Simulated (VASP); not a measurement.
Write the native input for VASP 6.6.1 that does the following.

```
Task                   : single point
Functional             : PBEsol
Potentials or basis    : VASP PAW PBE potentials, release 64 (Pb_d)
Cutoff                 : 520 eV
k mesh                 : 18 × 18 × 18
Occupations            : gaussian, width 0.15 eV
Spin                   : no spin polarisation
Dipole correction      : no
Further INCAR settings : ALGO = Fast; EDIFF = 1e-07; NBANDS = 13
```

The structure of Pb lies in POSCAR:

```
Pb
1.0
   -0.1180794308      2.4121940868      2.4121940868
    2.4121940868     -0.1180794308      2.4121940868
    2.4121940868      2.4121940868     -0.1180794308
Pb
1
Direct
    0.0000000000      0.0000000000      0.0000000000
```

This cell differs from its parent crystal: ratio of the length along [111] to the lengths across it x 0.93, volume and fractional coordinates fixed.

The input as run:

INCAR

```
SYSTEM = Pb
PREC = Accurate ; ENCUT = 520
EDIFF = 1E-7 ; ISMEAR = 0
SIGMA = 0.15 ; LREAL = .FALSE.
LASPH = .TRUE. ; NELM = 100
ALGO = Fast ; ISIF = 2
LWAVE = .FALSE. ; LCHARG = .FALSE.
GGA = PS ; NBANDS = 13
```

KPOINTS

```
regular mesh
0
G
  18 18 18
  0 0 0
```

Potentials or basis: VASP PAW PBE potentials, release 64 (Pb_d).

Command:

```bash
$ cat potpaw_PBE.64/Pb_d/POTCAR > POTCAR
$ mpirun -np 1 vasp_std > vasp.out
```

Results of the run:

* Pressure: -0.1 GPa
* Band gap on the k mesh: zero (band 7 reaches 14.12 eV, above the bottom of band 8 at 5.52 eV)

Caveat: the PAW data sets were made with another functional, which shifts forces and pressure a little; spin-orbit coupling is left out, which moves the levels of the heavy elements.

It took 5.8 min on 1 thread of Intel(R) Xeon(R) Platinum 8375C CPU @ 2.90GHz (Ice Lake) (shared host), peak memory 0.32 GiB.
